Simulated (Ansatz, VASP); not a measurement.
# GaSb3 in VASP and in Ansatz

```xyz
4
Lattice="0.0000 3.5855 3.5855 3.5855 0.0000 3.5855 3.5855 3.5855 0.0000" Properties=species:S:1:pos:R:3 pbc="T T T"
Ga   -0.0333    0.0000    0.0000
Sb    1.7928    1.7928    1.7928
Sb    5.3783    5.3783    5.3783
Sb    3.5855    3.5855    3.5855
```

Alike in both runs: task single point; functional PBEsol; dispersion D3(BJ); k mesh 12 × 12 × 12; occupations gaussian, width 0.15 eV; no spin polarisation.

|  | VASP | Ansatz |
| --- | --- | --- |
| version | VASP 6.6.1 | Ansatz 0.2.0 |
| potentials or method | VASP PAW PBE potentials, release 64 (Ga_d, Sb), cutoff 520 eV | scalar-relativistic, plane waves, PAW |
| valence electrons in the cell | 28 | 58 |

Ansatz gave:

| Item | Value |
| --- | --- |
| gap on the k mesh at the Fermi level (eV) | none |
| pressure (GPa) | 0.5 |
| rms of the force components (eV/Å) | 0.024 |

Question: Estimate VASP's values.

Answer: gap on the k mesh at the Fermi level (eV): none; pressure (GPa): 0.6; rms of the force components (eV/Å): 0.024.

VASP's potentials were made for PBE, not for PBEsol. Atom by atom the forces differ by 0.000 eV/Å (rms over components). A gap of «none» marks a metal or a gap that the smearing closes. VASP's potentials hold 28 valence electrons a cell and Ansatz's 58, so a difference there can come from the potentials and not from the codes.

Neither program's run includes spin-orbit coupling.
